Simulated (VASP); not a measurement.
# FeO (I4/mmm) in VASP: settings compared

FeO is run at these levels: PBE, PBEsol-based screened hybrid with 25 % exact exchange, PBEsol; tasks: single point, relaxation of cell and atoms.

All numbers are computed with VASP 6.6.1; they aren't measurements. Logs are shortened: lines on timing, memory, paths and dates and some standing lists are left out, and cuts for length are marked.

## (1) The cell of the first run

Symmetry: I4/mmm, No. 139, tetragonal system. Conventional cell: a = 3.204 Å, b = 3.204 Å, c = 4.167 Å, α = 90.00°, β = 90.00°, γ = 90.00°. Within 2.8 Å of Fe (site symmetry 4/mmm) lie 6 O at 2.08 to 2.27 Å. O (site symmetry 4/mmm) has 6 Fe at 2.08 to 2.27 Å within 2.8 Å.

## (2) Single point, PBE, collinear spin, ferromagnetic start

Input file INCAR:

```
PREC = Accurate
ENCUT = 520
EDIFF = 1E-7
ISMEAR = -1
SIGMA = 0.05
LREAL = False
LASPH = True
NELM = 150
ALGO = Normal
ISIF = 2
LWAVE = False
LCHARG = False
ISPIN = 2
MAGMOM = 3 0
LORBIT = 11
LMAXMIX = 4
GGA = PE
NBANDS = 18
```

Input file KPOINTS:

```
regular mesh
0
Gamma
  12 12 12
```

Input file POSCAR:

```
FeO
1.0
   -1.6021034130      1.6021034130      2.0833922500
    1.6021034130     -1.6021034130      2.0833922500
    1.6021034130      1.6021034130     -2.0833922500
Fe O
1 1
Direct
    0.0000000000      0.0000000000      0.0000000000
    0.5000000000      0.5000000000      0.0000000000
```

Potentials or basis: VASP PAW PBE potentials, release 64 (Fe, O).

Run with:

```console
> cat potpaw_PBE.64/Fe/POTCAR potpaw_PBE.64/O/POTCAR > POTCAR
> mpirun -np 1 vasp_std > vasp.out
```

OUTCAR:

```text
PREC = Accurate
   ENCUT = 520
   EDIFF = 1E-7
   ISMEAR = -1
   LREAL = False
   LASPH = True
   NELM = 150
   ISIF = 2
   ISPIN = 2
   LORBIT = 11
   GGA = PE

 ion  position               nearest neighbor table
   1  0.000  0.000  0.000-   2 2.08   2 2.08   2 2.27   2 2.27   2 2.27   2 2.27
   2  0.500  0.500  0.000-   1 2.08   1 2.08   1 2.27   1 2.27   1 2.27   1 2.27

  LATTYP: Found a body centered tetragonal cell.
 ALAT       =     3.2042068260
 C/A-ratio  =     1.3004105934

  Lattice vectors:

 A1 = (  -1.6021034130,   1.6021034130,   2.0833922500)
 A2 = (   1.6021034130,  -1.6021034130,   2.0833922500)
 A3 = (   1.6021034130,   1.6021034130,  -2.0833922500)

Analysis of symmetry for initial positions (statically):
=====================================================================
 Subroutine PRICEL returns:
 Original cell was already a primitive cell.

 Routine SETGRP: Setting up the symmetry group for a
 body centered tetragonal supercell.

 Subroutine GETGRP returns: Found 16 space group operations
 (whereof 16 operations were pure point group operations)
 out of a pool of 16 trial point group operations.

The static configuration has the point symmetry D_4h.

Analysis of symmetry for dynamics (positions and initial velocities):
=====================================================================
 Subroutine PRICEL returns:
 Original cell was already a primitive cell.

 Routine SETGRP: Setting up the symmetry group for a
 body centered tetragonal supercell.

 Subroutine GETGRP returns: Found 16 space group operations
 (whereof 16 operations were pure point group operations)
 out of a pool of 16 trial point group operations.

The dynamic configuration has the point symmetry D_4h.

Analysis of structural, dynamic, and magnetic symmetry:
=====================================================================
 Subroutine PRICEL returns:
 Original cell was already a primitive cell.

 Routine SETGRP: Setting up the symmetry group for a
 body centered tetragonal supercell.

 Subroutine GETGRP returns: Found 16 space group operations
 (whereof 16 operations were pure point group operations)
 out of a pool of 16 trial point group operations.

The overall configuration has the point symmetry D_4h.

 Subroutine INISYM returns: Found 16 space group operations
 (whereof 16 operations are pure point group operations),
 and found     1 'primitive' translations

----------------------------------------------------------------------------------------

                                     Primitive cell

  volume of cell :      21.3901

  direct lattice vectors                    reciprocal lattice vectors
    -1.602103413  1.602103413  2.083392250     0.000000000  0.312089717  0.239993213
     1.602103413 -1.602103413  2.083392250     0.312089717  0.000000000  0.239993213
     1.602103413  1.602103413 -2.083392250     0.312089717  0.312089717  0.000000000

  length of vectors
     3.077985373  3.077985373  3.077985373     0.393696245  0.393696245  0.441361510

  position of ions in fractional coordinates (direct lattice)
     0.000000000  0.000000000  0.000000000
     0.500000000  0.500000000  0.000000000

  ion indices of the primitive-cell ions
   primitive index   ion index
                 1           1
                 2           2

----------------------------------------------------------------------------------------

 KPOINTS: regular mesh

Automatic generation of k-mesh.
 Grid dimensions read from file:
 generate k-points for:   12   12   12

 Generating k-lattice:

  Cartesian coordinates                     Fractional coordinates (reciprocal lattice)
     0.000000000  0.026007476  0.019999434     0.083333333 -0.000000000  0.000000000
     0.026007476  0.000000000  0.019999434    -0.000000000  0.083333333  0.000000000
     0.026007476  0.026007476  0.000000000     0.000000000  0.000000000  0.083333333

  Length of vectors
     0.032808020  0.032808020  0.036780126

  Shift w.r.t. Gamma in fractional coordinates (k-lattice)
     0.000000000  0.000000000  0.000000000

 Subroutine IBZKPT returns following result:
 ===========================================

 Found    163 irreducible k-points:

 Following reciprocal coordinates:
            Coordinates               Weight
  0.000000  0.000000  0.000000      1.000000
  0.083333  0.000000 -0.000000      8.000000
  0.166667  0.000000 -0.000000      8.000000
  0.250000  0.000000 -0.000000      8.000000
  0.333333 -0.000000  0.000000      8.000000
  0.416667  0.000000 -0.000000      8.000000
[... 16 lines left out ...]
  0.500000  0.166667 -0.000000     16.000000
 -0.416667  0.166667  0.000000     16.000000
 [... further k-points ...]
   k-points           NKPTS =    163   k-points in BZ     NKDIM =    163   number of bands    NBANDS=     18
   number of dos      NEDOS =    301   number of ions     NIONS =      2
   total plane-waves  NPLWV =  13824
   dimension x,y,z NGX =    24 NGY =   24 NGZ =   24
   dimension x,y,z NGXF=    48 NGYF=   48 NGZF=   48
   ions per type =               1   1
   NGX,Y,Z   is equivalent  to a cutoff of  12.96, 12.96, 12.96 a.u.
   NGXF,Y,Z  is equivalent  to a cutoff of  25.93, 25.93, 25.93 a.u.
 SYSTEM =  unknown system
   PREC   = accura    normal or accurate (medium, high low for compatibility)
   ISTART =      0    job   : 0-new  1-cont  2-samecut
   ICHARG =      2    charge: 1-file 2-atom 10-const
   ISPIN  =      2    spin polarized calculation?
   LNONCOLLINEAR =      F non collinear calculations
   LSORBIT =      F    spin-orbit coupling
   LASPH  =      T    aspherical Exc in radial PAW
   ENCUT  =  520.0 eV  38.22 Ry    6.18 a.u.   5.72  5.72  5.72*2*pi/ulx,y,z
   NELM   =    150;   NELMIN=  2; NELMDL= -5     # of ELM steps
   EDIFF  = 0.1E-06   stopping-criterion for ELM
   LREAL  =      F    real-space projection
   EDIFFG = 0.1E-05   stopping-criterion for IOM
   NSW    =      0    number of steps for IOM
   IBRION =     -1    ionic relax: 0-MD 1-quasi-New 2-CG
   NFREE  =      0    steps in history (QN), initial steepest desc. (CG)
   ISIF   =      2    stress and relaxation
   ISYM   =      2    0-nonsym 1-usesym 2-fastsym
   POTIM  = 0.5000    time-step for ionic-motion
   TEBEG  =    0.0;   TEEND  =   0.0 temperature during run
   PSTRESS=    0.0 pullay stress
   NELECT =      14.0000    total number of electrons
   NUPDOWN=      -1.0000    fix difference up-down
   EMIN   =  10.00;   EMAX   =-10.00  energy-range for DOS
   EFERMI =   0.00;   METHOD = LEGACY
   ISMEAR =    -1;   SIGMA  =   0.05  broadening in eV -4-tet -1-fermi 0-gaus
   EFERMI_NEDOS =   21; number of points for ismear=-14 and -15
   IALGO  =     38    algorithm
   IMIX   =      4    mixing-type and parameters
     AMIX     =   0.40;   BMIX     =  1.00
     AMIX_MAG =   1.60;   BMIX_MAG =  1.00
  volume/ion in A,a.u.               =      10.70        72.17
  Fermi-wavevector in a.u.,A,eV,Ry     =   1.421391  2.686039 27.488551  2.020352
  Thomas-Fermi vector in A             =   2.542205
   LORBIT       =     11    0 simple, 1 ext, 2 COOP (PROOUT), +10 PAW based schemes
   GGA     = PE    functional components
   LHFCALC =     F    Hartree Fock is set to
   AEXX    =    0.0000 exact exchange contribution
   IVDW    =     0    specifies the selected vdW correction
   LEPSILON=     F    determine dielectric tensor
   LRPA    =     F    only Hartree local field effects (RPA)
 spin polarized calculation
  energy-cutoff  :      520.00
  volume of cell :       21.39
 maximum number of plane-waves:       588
   NGX = 11   NGY = 11   NGZ = 11

 number of electron      14.0000002 magnetization       4.0009835

 Free energy of the ion-electron system (eV)
  ---------------------------------------------------
  ext. energy  EPLUGINS =         0.00000000
  ---------------------------------------------------
  free energy    TOTEN  =       -14.87039867 eV

  energy without entropy =      -14.85693980  energy(sigma->0) =      -14.86366923

 E-fermi :   5.5009     XC(G=0): -11.7940

 val. band max:        5.4872432896   @ k =   0.2500   0.2500   0.0000
 cond. band min:       5.5032908840   @ k =  -0.2500   0.3333   0.2500
 fundamental gap:      0.0160475945
 Fermi energy:         5.5008744034

 spin component 1

 k-point     1 :       0.0000    0.0000    0.0000
  band No.  band energies     occupation
      1     -14.7530      1.00000
      2       1.6020      1.00000
      3       1.6020      1.00000
      4       1.7400      1.00000
      5       1.7443      1.00000
      6       1.8739      1.00000
[... 10 lines left out ...]
     17      26.9338      0.00000
     18      27.0717      0.00000
[... 463 lines left out ...]
 k-point    24 :      -0.4167    0.1667    0.0000
  band No.  band energies     occupation
      1     -13.9065      1.00000
      2      -1.8887      1.00000
      3      -0.6265      1.00000
      4      -0.2471      1.00000
      5       1.9808      1.00000
      6       2.4239      1.00000
[... 10 lines left out ...]
     17      29.8934      0.00000
     18      32.2535      0.00000

 [... further k-points ...]

 spin component 2

 k-point     1 :       0.0000    0.0000    0.0000
  band No.  band energies     occupation
      1     -14.2299      1.00000
      2       2.2178      1.00000
      3       2.5419      1.00000
      4       2.5419      1.00000
      5       4.7828      1.00000
      6       4.7829      1.00000
[... 10 lines left out ...]
     17      28.0237      0.00000
     18      28.6337      0.00000
[... 463 lines left out ...]
 k-point    24 :      -0.4167    0.1667    0.0000
  band No.  band energies     occupation
      1     -13.3633      1.00000
      2      -1.1310      1.00000
      3       0.6120      1.00000
      4       1.0858      1.00000
      5       5.0977      0.99969
      6       5.8126      0.00196
[... 10 lines left out ...]
     17      30.6309      0.00000
     18      32.9271      0.00000

 [... further k-points ...]

------------------------ aborting loop because EDIFF is reached ----------------------------------------

  FORCE on cell =-STRESS in cart. coord.  units (eV):
  Direction    XX          YY          ZZ          XY          YZ          ZX
  --------------------------------------------------------------------------------------
  -------------------------------------------------------------------------------------
  Total       -1.3828813     -1.3828813     -0.7023452      0.0000000     -0.0000000      0.0000000
  in kB     -103.5817766   -103.5817766    -52.6076695      0.0000000     -0.0000000      0.0000000
  external PRESSURE =     -86.5904076 kB  Pullay stress =       0.0000000 kB

 VOLUME and BASIS-vectors are now :
 -----------------------------------------------------------------------------
  energy-cutoff  :      520.00
  volume of cell :       21.39
      direct lattice vectors                 reciprocal lattice vectors
    -1.602103413  1.602103413  2.083392250     0.000000000  0.312089717  0.239993213
     1.602103413 -1.602103413  2.083392250     0.312089717  0.000000000  0.239993213
     1.602103413  1.602103413 -2.083392250     0.312089717  0.312089717  0.000000000

 POSITION                                       TOTAL-FORCE (eV/Angst)
 -----------------------------------------------------------------------------------
      0.00000      0.00000      0.00000        -0.000000      0.000000     -0.000000
      0.00000      0.00000      2.08339         0.000000     -0.000000      0.000000
 -----------------------------------------------------------------------------------
    total drift:                               -0.000000      0.000000     -0.000000

  FREE ENERGIE OF THE ION-ELECTRON SYSTEM (eV)
  ---------------------------------------------------
  free  energy   TOTEN  =       -14.8703986688 eV

  energy  without entropy=      -14.8569397991  energy(sigma->0) =      -14.86366923

 total charge

# of ion       s       p       d       tot
------------------------------------------
    1        0.278   0.326   6.053   6.657
    2        1.557   3.408   0.000   4.966
--------------------------------------------------
tot          1.835   3.734   6.053  11.623

 magnetization (x)

# of ion       s       p       d       tot
------------------------------------------
    1        0.030   0.019   3.568   3.617
    2        0.027   0.268   0.000   0.295
--------------------------------------------------
tot          0.057   0.288   3.568   3.912
```

Wall time 6 min (1 thread of AMD EPYC 7R13, shared host); peak memory 0.19 GiB.

Results:

| Item | Value |
| --- | --- |
| Free energy | -14.8704 eV |
| Pressure | -8.7 GPa |
| Band gap on the k mesh | zero (filled and empty bands overlap) |
| Net moment | 4.00 μB per cell |
| Site moments | Fe +3.62; O +0.29 μB |
| Valence electrons inside the program's atomic spheres | Fe 6.66; O 4.97 |

Levels at points of the mesh, in eV from the Fermi level:
Spin up:
| k point | band 5 | band 6 | band 7 | band 8 | band 9 | band 10 | band 11 | band 12 | band 13 | band 14 |
| --- | --- | --- | --- | --- | --- | --- | --- | --- | --- | --- |
| (0.00, 0.00, 0.00) | -3.76 | -3.63 | -3.56 | -3.54 | -3.54 | -0.12 | 15.33 | 16.54 | 16.54 | 16.66 |
| (0.50, 0.00, 0.00) | -3.10 | -3.05 | -2.51 | -0.82 | -0.21 | 3.89 | 7.90 | 11.22 | 13.17 | 18.52 |
| (0.50, 0.50, 0.00) | -4.35 | -3.38 | -2.90 | -2.87 | -2.82 | 4.85 | 7.95 | 10.85 | 13.64 | 14.97 |
| (0.50, 0.50, 0.50) | -4.52 | -3.29 | -2.87 | -2.87 | -2.80 | 4.98 | 9.02 | 9.80 | 13.31 | 13.31 |
Spin down:
| k point | band 3 | band 4 | band 5 | band 6 | band 7 | band 8 |
| --- | --- | --- | --- | --- | --- | --- |
| (0.00, 0.00, 0.00) | -2.96 | -2.96 | -0.72 | -0.72 | -0.47 | -0.23 |
| (0.50, 0.00, 0.00) | -4.92 | -4.74 | 0.22 | 0.51 | 0.62 | 2.27 |
| (0.50, 0.50, 0.00) | -4.35 | -3.79 | -1.81 | 0.48 | 0.59 | 0.77 |
| (0.50, 0.50, 0.50) | -4.31 | -4.31 | -1.94 | 0.70 | 0.70 | 0.79 |

Caveat: the stress differs along the axes, from -10 to -5 GPa; a cell with one magnetic atom can't hold antiferromagnetic order, which such compounds often take; semilocal functionals often make such compounds metallic where correlation or magnetic order opens a gap, which also shifts bond lengths.

## (3) Single point, PBEsol-based screened hybrid with 25 % exact exchange, collinear spin, ferromagnetic start

POSCAR is that of step 2.

Input file INCAR.step1:

```
SYSTEM = FeO
PREC = Accurate
ENCUT = 520
EDIFF = 1E-5
ISMEAR = -1
SIGMA = 0.05
LREAL = .FALSE.
LASPH = .TRUE.
NELM = 150
ALGO = Normal
ISIF = 2
LWAVE = .TRUE.
LCHARG = .FALSE.
ISPIN = 2
MAGMOM = 3 0
LORBIT = 11
LMAXMIX = 4
NBANDS = 18
GGA = PE
KPAR = 4
```

Input file INCAR.step2:

```
SYSTEM = FeO
PREC = Accurate
ENCUT = 520
EDIFF = 1E-6
ISMEAR = -1
SIGMA = 0.05
LREAL = .FALSE.
LASPH = .TRUE.
NELM = 150
ALGO = Normal
ISIF = 2
LWAVE = .FALSE.
LCHARG = .FALSE.
ISPIN = 2
MAGMOM = 3 0
LORBIT = 11
LMAXMIX = 4
GGA = PS
LHFCALC = .TRUE.
AEXX = 0.25
HFSCREEN = 0.207
PRECFOCK = Normal
NBANDS = 18
ISTART = 1
KPAR = 4
```

Input file KPOINTS:

```
regular mesh
0
G
  6 6 6
  0 0 0
```

Potentials or basis: VASP PAW PBE potentials, release 64 (Fe, O).

Run with:

```console
> cat potpaw_PBE.64/Fe/POTCAR potpaw_PBE.64/O/POTCAR > POTCAR
> cp INCAR.step1 INCAR
> mpirun -np 4 vasp_std > vasp.out
> cp INCAR.step2 INCAR
> mpirun -np 4 vasp_std > vasp.out
```

Wall time 34 min (4 MPI ranks of Intel Xeon Platinum 8375C at 2.90GHz (Ice Lake), shared host); peak memory 0.25 GiB.

It converged, with:

```yaml
Free_energy: -22.0764 eV
Pressure: -9.6 GPa
Band_gap_on_the_k_mesh: 1.09 eV (least direct gap 1.11 eV)
Net_moment: 4.00 μB per cell
Site_moments: Fe +3.68; O +0.21 μB
Valence_electrons_inside_the_program's_atomic_spheres: Fe 6.66; O 5.01
```

Stress tensor (GPa, compression positive):
```
 -7.45   0.00   0.00
  0.00  -7.45   0.00
  0.00   0.00 -13.76
```

Levels at points of the mesh, in eV from the valence-band top:
Spin up:
```
           k point  band 7  band 8  band 9  band 10  band 11  band 12
(0.00, 0.00, 0.00)   -3.48   -3.39   -3.39     1.40    16.89    18.12
(0.50, 0.00, 0.00)   -2.79   -0.92   -0.66     5.41    10.16    13.05
(0.50, 0.50, 0.00)   -4.29   -3.80   -2.74     6.64    10.08    12.13
(0.50, 0.50, 0.50)   -4.40   -4.30   -4.02     6.87    11.01    11.65
```
Spin down:
```tsv
k point	band 1	band 2	band 3	band 4	band 5	band 6	band 7	band 8	band 9	band 10
(0.00, 0.00, 0.00)	-21.07	-3.12	-2.65	-2.65	-1.02	1.80	2.64	2.64	3.63	3.99
(0.50, 0.00, 0.00)	-19.93	-7.65	-4.73	-4.29	-0.17	4.21	4.28	5.83	6.07	6.27
(0.50, 0.50, 0.00)	-19.97	-6.60	-4.33	-3.59	-0.02	1.09	3.74	4.65	4.85	8.26
(0.50, 0.50, 0.50)	-19.82	-6.50	-4.21	-4.21	-2.47	4.03	4.55	4.55	4.91	8.27
```

Caveat: the stress differs along the axes, from -14 to -7 GPa; the PAW data sets were made with another functional, which shifts forces and pressure a little; a cell with one magnetic atom can't hold antiferromagnetic order, which such compounds often take.

(Continued in part 2 of 3.)
